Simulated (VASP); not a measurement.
**TiAl: single point with LDA**

TiAl:

```
CELL_PARAMETERS angstrom
3.02738 0.00000 0.00000
0.00000 3.02738 0.00000
0.00000 0.00000 3.02738
ATOMIC_POSITIONS crystal
Ti 0.00000 0.00000 0.00000
Al 0.50000 0.50000 0.50000
```

```yaml
Program: VASP 6.6.1
Task: single point
Functional: LDA
Potentials_or_basis: VASP PAW LDA potentials, release 64 (Ti_sv, Al)
Cutoff: 520 eV
k_mesh: 16 × 16 × 16
Occupations: gaussian, width 0.15 eV
Spin: no spin polarisation
```

```json
{"Pressure": "14.5 GPa", "Band gap on the k mesh": "zero (an odd number of electrons rules out a gap without spin polarisation)"}
```

Levels at points of the mesh, in eV from the Fermi level:
```csv
k point,band 3,band 4,band 5,band 6,band 7,band 8,band 9,band 10,band 11,band 12
"(0.00, 0.00, 0.00)",-32.47,-32.47,-9.83,-1.80,-1.80,2.10,2.10,2.10,5.19,5.19
"(0.50, 0.00, 0.00)",-32.44,-32.44,-6.12,-5.54,-0.72,0.14,0.14,2.36,3.66,6.74
"(0.50, 0.50, 0.00)",-32.72,-32.41,-5.44,-2.01,-2.01,-1.63,0.74,0.74,3.33,5.71
"(0.50, 0.50, 0.50)",-32.68,-32.68,-3.56,-3.56,-3.56,1.48,3.41,3.41,3.47,3.47
```

Run time: 31 s on 1 thread of Intel Xeon 8259CL, on a shared host, peak memory 0.18 GiB.

Caveat: the cell stands under pressure.
